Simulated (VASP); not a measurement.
Here is a VASP 6.6.1 calculation.

Contents of INCAR:

```
SYSTEM = SnO
  PREC = Accurate
  ENCUT = 520
  EDIFF = 1E-8
  ISMEAR = 0
  SIGMA = 0.01
  LREAL = .FALSE.
  LASPH = .TRUE.
  NELM = 80
  ALGO = Normal
  ISIF = 2
  LWAVE = .FALSE.
  LCHARG = .FALSE.
  GGA = PE
  LEPSILON = .TRUE.
```

Contents of KPOINTS:

```
regular mesh
0
G
  6 6 4
  0 0 0
```

Contents of POSCAR:

```
SnO
1.0
    4.1254992580      0.0000000000      0.0000000000
   -2.0627496290      3.5727871607      0.0000000000
    0.0000000000      0.0000000000      5.1854030836
Sn O
2 2
Direct
    0.3333333333      0.6666666667      0.2500000000
    0.6666666667      0.3333333333      0.7500000000
    0.6666666667      0.3333333333      0.2500000000
    0.3333333333      0.6666666667      0.7500000000
```

Potentials or basis: VASP PAW PBE potentials, release 64 (Sn_d, O).

Launch:

```console
$ cat potpaw_PBE.64/Sn_d/POTCAR potpaw_PBE.64/O/POTCAR > POTCAR
$ mpirun -np 1 vasp_std > vasp.out
```

Q: Predict the electronic dielectric tensor (diagonal).

A: 35.86, 35.86, 71.25.

Q: Estimate the Born charges (mean of the diagonal).

A: Sn +2.39; O -2.39 e.

Q: What does it give for the band gap on the k mesh?

A: 0.41 eV, direct.

Born effective charge tensors (e):
atom 1, Sn
```
2.04 0.00 0.00
0.00 2.04 0.00
0.00 0.00 3.10
```
atom 2, Sn
```
2.04 0.00 0.00
0.00 2.04 0.00
0.00 0.00 3.10
```
atom 3, O
```
-2.04  0.00  0.00
 0.00 -2.04  0.00
 0.00  0.00 -3.10
```
atom 4, O
```
-2.04  0.00  0.00
 0.00 -2.04  0.00
 0.00  0.00 -3.10
```

Caveat: the gap is small at this level, which inflates the dielectric constant; spin-orbit coupling is left out, which moves the levels of the heavy elements. A k mesh can miss the band edges.
